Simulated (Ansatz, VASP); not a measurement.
## Two plane-wave programs on Pb

```
Pb
1.0
     0.00000    2.47954    2.47954
     2.47954    0.00000    2.47954
     2.47954    2.47954    0.00000
Pb
1
Cartesian
  0.0000 0.0000 0.0000
```

Alike in both runs: functional PBE; dispersion D3(BJ); k mesh 14 × 14 × 14; occupations gaussian, width 0.1 eV; no spin polarisation.

Ansatz relaxed the structure, and its values are those at the end. VASP's run is a single point on that final structure, the one shown.

|  | VASP | Ansatz |
| --- | --- | --- |
| version | VASP 6.6.1 | Ansatz 0.2.0 |
| potentials or method | VASP PAW PBE potentials, release 64 (Pb_d), cutoff 520 eV | scalar-relativistic, plane waves, PAW |
| valence electrons in the cell | 14 | 14 |

|  | VASP | Ansatz | Ansatz less VASP |
| --- | --- | --- | --- |
| gap on the k mesh at the Fermi level (eV) | none | none | - |
| pressure (GPa) | -0.1 | 0.0 | +0.05 |

A gap of «none» marks a metal or a gap that the smearing closes. Ansatz's warnings: relaxed geometry near dispersion switch.

Neither program's run includes spin-orbit coupling.
